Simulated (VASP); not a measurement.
Here is a VASP 6.6.1 calculation.

POSCAR

```
ScAl
1.0
    3.3703490000      0.0000000000      0.0000000000
    0.0000000000      3.3703490000      0.0000000000
    0.0000000000      0.0000000000      3.3703490000
Sc Al
1 1
Direct
    0.5000000000      0.5000000000      0.5000000000
    0.0000000000      0.0000000000      0.0000000000
```

File INCAR.step1:

```
  ALGO = Normal
  EDIFF = 1E-5
  EDIFFG = -0.01
  ENCUT = 500
  GGA = PE
  GGA_COMPAT = F
  IBRION = 2
  ISMEAR = -1
  LASPH = T
  LCHARG = F
  LREAL = F
  LWAVE = T
  NELM = 120
  NELMIN = 4
  NSW = 100
  PREC = Accurate
  SIGMA = 0.15
```

INCAR.step2

```
  ALGO = Normal
  EDIFF = 1E-7
  EDIFFG = -0.03
  ENCUT = 500
  GGA_COMPAT = F
  IBRION = 2
  ISIF = 2
  ISMEAR = -1
  ISTART = 1
  LASPH = T
  LCHARG = F
  LMIXTAU = T
  LREAL = F
  LWAVE = F
  METAGGA = R2SCAN
  NELM = 120
  NELMIN = 4
  NSW = 100
  PREC = Accurate
  SIGMA = 0.15
```

Contents of KPOINTS:

```
k-points
0
Gamma
  5 5 5
```

Potentials or basis: VASP PAW PBE potentials, release 64 (Sc_sv, Al).

Command:

```sh
$ cat potpaw_PBE.64/Sc_sv/POTCAR potpaw_PBE.64/Al/POTCAR > POTCAR
$ cp INCAR.step1 INCAR
$ mpirun -np 1 vasp_std > vasp.out
$ cp INCAR.step2 INCAR
$ mpirun -np 1 vasp_std > vasp.out
```

Task: Estimate the band gap on the k mesh.

Result: Zero (bands 7 and 8 overlap by 0.20 eV).

Final structure:
```
CELL_PARAMETERS angstrom
3.37035 0.00000 0.00000
0.00000 3.37035 0.00000
0.00000 0.00000 3.37035
ATOMIC_POSITIONS crystal
Sc 0.50000 0.50000 0.50000
Al 0.00000 0.00000 0.00000
```

Caveat: the k points lie up to 0.37 Å⁻¹ apart; the relaxation stopped at its first step, so nothing moved.
